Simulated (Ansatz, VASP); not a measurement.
**One calculation of WS3, two programs**

```
W S
1.0
     6.52807    0.00000    0.00000
     0.00000    6.52807    0.00000
     0.00000    0.00000    4.67550
W S
2 6
Direct
  0.50000 0.00000 0.95191
  0.00000 0.50000 0.04809
  0.25000 0.75000 0.00000
  0.75000 0.75000 0.00000
  0.75000 0.25000 0.00000
  0.25000 0.25000 0.00000
  0.50000 0.00000 0.47650
  0.00000 0.50000 0.52350
```

Alike in both runs: functional PBEsol; k mesh 6 × 6 × 8; occupations gaussian, width 0.1 eV; no spin polarisation.

Ansatz relaxed the structure, and its values are those at the end. VASP's run is a single point on that final structure, the one shown.

|  | VASP | Ansatz |
| --- | --- | --- |
| version | VASP 6.6.1 | Ansatz 0.2.0 |
| potentials or method | VASP PAW PBE potentials, release 64 (W_sv, S), cutoff 520 eV | scalar-relativistic, plane waves, PAW |
| valence electrons in the cell | 64 | 64 |

|  | VASP | Ansatz | Ansatz less VASP |
| --- | --- | --- | --- |
| gap on the k mesh at the Fermi level (eV) | none | none | - |
| pressure (GPa) | 0.0 | 0.0 | -0.05 |

VASP's potentials were made for PBE, not for PBEsol. A gap of «none» marks a metal or a gap that the smearing closes.

Neither program's run includes spin-orbit coupling.
